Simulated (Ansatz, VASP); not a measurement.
**NaH in VASP and in Ansatz**

```
CELL_PARAMETERS angstrom
0.00000 2.35870 2.35870
2.35870 0.00000 2.35870
2.35870 2.35870 0.00000
ATOMIC_POSITIONS crystal
Na 0.00000 0.00000 0.00000
H 0.50000 0.50000 0.50000
```

Alike in both runs: functional PBE; dispersion D3(BJ); k mesh 8 × 8 × 8; occupations gaussian, width 0.02 eV; no spin polarisation.

Ansatz relaxed the structure, and its values are those at the end. VASP's run is a single point on that final structure, the one shown.

|  | VASP | Ansatz |
| --- | --- | --- |
| version | VASP 6.6.1 | Ansatz 0.2.0 |
| potentials or method | VASP PAW PBE potentials, release 64 (Na_pv, H), cutoff 500 eV | scalar-relativistic, plane waves, PAW |
| valence electrons in the cell | 8 | 10 |

```tsv
	VASP	Ansatz	Ansatz less VASP
gap on the k mesh at the Fermi level (eV)	3.88	3.89	+0.003
least direct gap on the mesh (eV)	4.77	4.78	+0.006
pressure (GPa)	-0.1	0.0	+0.06
```

VASP's potentials hold 8 valence electrons a cell and Ansatz's 10, so a difference there can come from the potentials and not from the codes.
